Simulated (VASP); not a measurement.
Here is a VASP 6.6.1 calculation.

INCAR

```
PREC = Accurate ; ENCUT = 600
EDIFF = 1E-6 ; ISMEAR = 0
SIGMA = 0.1 ; LREAL = False
LASPH = True ; NELM = 120
ALGO = Normal ; ISIF = 2
LWAVE = False ; LCHARG = False
GGA = PE ; NBANDS = 9
GGA_COMPAT = False
```

KPOINTS

```
regular mesh
0
Gamma
  20 20 20
```

POSCAR

```
O
1.0
    2.0073530127      0.0000000000      0.0000000000
    0.0000000000      2.0073530127      0.0000000000
    0.0000000000      0.0000000000      2.0073530127
O
1
Direct
    0.0000000000      0.0000000000      0.0000000000
```

Potentials or basis: VASP PAW PBE potentials, release 64 (O).

Launch:

```sh
$ cat potpaw_PBE.64/O/POTCAR > POTCAR
$ mpirun -np 1 vasp_std > vasp.out
```

(1) Estimate the pressure.

(2) Estimate the band gap on the k mesh.

Answers

(1) -3.3 GPa.

(2) zero (band 3 reaches 4.35 eV, above the bottom of band 4 at -1.12 eV).

Caveat: the cell differs from its parent crystal (Se replaced by O, lengths x 0.730, strained).
